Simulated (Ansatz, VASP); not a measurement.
## One calculation of BPt2, two programs

INCAR

```
PREC = Accurate
ENCUT = 520
EDIFF = 1E-6
ISMEAR = 1
SIGMA = 0.1
LREAL = F
LASPH = T
NELM = 80
ALGO = Normal
ISIF = 2
LWAVE = F
LCHARG = T
GGA = CA
LELF = T
LVHAR = T
NBANDS = 32
```

KPOINTS

```
Automatic mesh
0
Gamma
  9 9 3
```

POSCAR

```
BPt2
1.0
    3.0044058506      0.0000000000      0.0000000000
   -1.5022029253      2.6018922186      0.0000000000
    0.0000000000      0.0000000000     10.6263541407
B Pt
2 4
Direct
    0.6666666667      0.3333333333      0.7500000000
    0.3333333333      0.6666666667      0.2500000000
    0.6666666667      0.3333333333      0.3837940000
    0.3333333333      0.6666666667      0.6162060000
    0.3333333333      0.6666666667      0.8837940000
    0.6666666667      0.3333333333      0.1162060000
```

Input for Ansatz:

```yaml
crystal:
  lattice:
    - [3.004405850618839, 0.0, 0.0]
    - [-1.5022029253094196, 2.601892218564286, 0.0]
    - [0.0, 0.0, 10.626354140721018]
  atoms:
    - { symbol: B, position: [0.6666666666666666, 0.3333333333333333, 0.75] }
    - { symbol: B, position: [0.3333333333333333, 0.6666666666666666, 0.25] }
    - { symbol: Pt, position: [0.6666666666666666, 0.3333333333333333, 0.383794] }
    - { symbol: Pt, position: [0.3333333333333333, 0.6666666666666666, 0.616206] }
    - { symbol: Pt, position: [0.3333333333333333, 0.6666666666666666, 0.883794] }
    - { symbol: Pt, position: [0.6666666666666666, 0.3333333333333333, 0.116206] }
basis:
  ecutwfc: 510.0
kpoints:
  mp_grid:
    grid: [9, 9, 3]
hamiltonian:
  xc: lda
scf:
  occupations:
    method: cold
    width: 0.1
output:
  stress: true
```

Alike in both runs: task single point; functional LDA; k mesh 9 × 9 × 3; no spin polarisation.

```csv
,VASP,Ansatz
version,VASP 6.6.1,Ansatz 0.2.0
potentials or method,"VASP PAW LDA potentials, release 64 (B, Pt), cutoff 520 eV","plane waves, PAW"
occupations,"methfessel-paxton of order 1, width 0.1 eV","cold, width 0.1 eV"
valence electrons in the cell,46,78
```

|  | VASP | Ansatz | Ansatz less VASP |
| --- | --- | --- | --- |
| pressure (GPa) | -24.3 | -25.0 | -0.61 |
| traceless stress, the component that is largest in VASP (GPa) | -1.93 | -1.92 | +0.012 |

LDA's correlation is that of Perdew and Zunger in VASP and of Perdew and Wang (1992) in Ansatz. VASP's potentials hold 46 valence electrons a cell and Ansatz's 78, so a difference there can come from the potentials and not from the codes.

Spin-orbit coupling is off throughout.
